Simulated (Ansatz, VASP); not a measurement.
# Two plane-wave programs on MgO

INCAR

```
SYSTEM = MgO
ALGO = Normal
EDIFF = 1E-6
ENCUT = 600
GGA = PE
GGA_COMPAT = .FALSE.
ISIF = 2
ISMEAR = -1
LASPH = .TRUE.
LCHARG = .FALSE.
LREAL = .FALSE.
LWAVE = .FALSE.
NBANDS = 11
NELM = 120
PREC = Accurate
SIGMA = 0.05
```

The input KPOINTS:

```
k-points
0
G
  8 8 8
  0 0 0
```

File POSCAR:

```
MgO
1.0
    0.0000000000      2.1015000000      2.1015000000
    2.1015000000      0.0000000000      2.1015000000
    2.1015000000      2.1015000000      0.0000000000
Mg O
1 1
Direct
    0.0000000000      0.0000000000      0.0000000000
    0.5000000000      0.5000000000      0.5000000000
```

Input for Ansatz:

```yaml
crystal:
  lattice:
    - [0.0, 2.1015, 2.1015]
    - [2.1015, 0.0, 2.1015]
    - [2.1015, 2.1015, 0.0]
  atoms:
    - { symbol: Mg, position: [0.0, 0.0, 0.0] }
    - { symbol: O, position: [0.5, 0.5, 0.5] }
hamiltonian:
  xc: pbe
  pseudopotentials: { kind: paw }
basis:
  ecutwfc: 420
kpoints:
  mp_grid: { grid: [8, 8, 8] }
scf:
  occupations: { method: fermi_dirac, width: 0.05 }
  lower_state_search: "off"
  algorithm: density_mixing
  max_iter: 60
  mixing: { algorithm: anderson, beta: 0.5, globalisation: backtrack }
output:
  forces: true
  stress: true
```

Alike in both runs: task single point; functional PBE; k mesh 8 × 8 × 8; occupations fermi-dirac, width 0.05 eV; no spin polarisation.

|  | VASP | Ansatz |
| --- | --- | --- |
| version | VASP 6.6.1 | Ansatz 0.2.0 |
| potentials or method | VASP PAW PBE potentials, release 64 (Mg, O), cutoff 600 eV | PAW, plane waves, scalar-relativistic |
| valence electrons in the cell | 8 | 16 |

|  | VASP | Ansatz | Ansatz less VASP |
| --- | --- | --- | --- |
| pressure (GPa) | 4.8 | 5.8 | +0.98 |

The functional is the same, so the differences come from potentials, cutoffs and numerics. VASP's potentials hold 8 valence electrons a cell and Ansatz's 16, so a difference there can come from the potentials and not from the codes.
